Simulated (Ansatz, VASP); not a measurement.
Au in VASP and in Ansatz

```
Au
1.0
     2.54492   -1.47054    0.06971
     2.54492    1.47054    0.06971
    -1.76362    0.00000    2.35349
Au
1
Direct
  0.00000 0.00000 0.00000
```

Alike in both runs: functional PBE; k mesh 22 × 22 × 22; occupations gaussian, width 0.1 eV; no spin polarisation.

Ansatz relaxed the structure, and its values are those at the end. VASP's run is a single point on that final structure, the one shown.

|  | VASP | Ansatz |
| --- | --- | --- |
| version | VASP 6.6.1 | Ansatz 0.2.0 |
| potentials or method | VASP PAW PBE potentials, release 64 (Au), cutoff 520 eV | scalar-relativistic, plane waves, PAW |
| valence electrons in the cell | 11 | 19 |

|  | VASP | Ansatz | Ansatz less VASP |
| --- | --- | --- | --- |
| gap on the k mesh at the Fermi level (eV) | none | none | - |
| pressure (GPa) | -0.2 | 0.0 | +0.16 |

A gap of «none» marks a metal or a gap that the smearing closes. VASP's potentials hold 11 valence electrons a cell and Ansatz's 19, so a difference there can come from the potentials and not from the codes.

Spin-orbit coupling is off throughout.
